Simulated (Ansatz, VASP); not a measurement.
# TiC in VASP and in Ansatz

```
Ti C
1.0
     0.00098    4.34997    4.35009
     4.52181    0.00052    4.35055
     4.52118    4.34981    0.00114
Ti C
8 8
Direct
  0.53074 0.96764 0.96887
  0.52082 0.95789 0.47862
  0.52081 0.47760 0.95881
  0.00373 0.99482 0.99572
  0.04053 0.95776 0.47865
  0.04055 0.47759 0.95875
  0.03056 0.46779 0.46866
  0.55756 0.44064 0.44178
  0.35242 0.64598 0.64709
  0.28074 0.21770 0.21873
  0.28066 0.21771 0.71871
  0.28062 0.71768 0.21879
  0.20890 0.78954 0.79036
  0.78064 0.21768 0.71872
  0.78067 0.71770 0.21871
  0.78064 0.71772 0.71871
```

Alike in both runs: functional PBE; k mesh 3 × 3 × 3; occupations gaussian, width 0.1 eV; no spin polarisation.

Ansatz relaxed the structure, and its values are those at the end. VASP's run is a single point on that final structure, the one shown.

|  | VASP | Ansatz |
| --- | --- | --- |
| version | VASP 6.6.1 | Ansatz 0.2.0 |
| potentials or method | VASP PAW PBE potentials, release 64 (Ti_sv, C), cutoff 520 eV | scalar-relativistic, plane waves, PAW |
| valence electrons in the cell | 128 | 128 |

|  | VASP | Ansatz | Ansatz less VASP |
| --- | --- | --- | --- |
| gap on the k mesh at the Fermi level (eV) | none | none | - |
| pressure (GPa) | 0.5 | 0.2 | -0.30 |
| rms of the force components (eV/Å) | 0.022 | 0.005 | -0.0175 |

A gap of «none» marks a metal or a gap that the smearing closes.

The k mesh is coarse, so the values compare programs but aren't converged.
